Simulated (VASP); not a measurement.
Input of a VASP 6.6.1 run:

Contents of INCAR:

```
SYSTEM = YZn
PREC = Accurate ; ENCUT = 520
EDIFF = 1E-6 ; ISMEAR = -1
SIGMA = 0.1 ; LREAL = .FALSE.
LASPH = .TRUE. ; NELM = 60
ALGO = Normal ; ISIF = 2
LWAVE = .FALSE. ; LCHARG = .TRUE.
GGA = PS ; LELF = .TRUE.
LVHAR = .TRUE. ; NBANDS = 18
```

File KPOINTS:

```
regular mesh
0
G
  10 10 10
  0 0 0
```

Contents of POSCAR:

```
YZn
1.0
    3.5218384757      0.0000000000      0.0000000000
    0.0000000000      3.5218384757      0.0000000000
    0.0000000000      0.0000000000      3.5218384757
Y Zn
1 1
Direct
    0.0000000000      0.0000000000      0.0000000000
    0.5000000000      0.5000000000      0.5000000000
```

Potentials or basis: VASP PAW PBE potentials, release 64 (Y_sv, Zn).

Command:

```console
$ cat potpaw_PBE.64/Y_sv/POTCAR potpaw_PBE.64/Zn/POTCAR > POTCAR
$ mpirun -np 1 vasp_std > vasp.out
```

Question: What does it give for the pressure?

Answer: 0.0 GPa.

Caveat: the PAW data sets were made with another functional, which shifts forces and pressure a little.
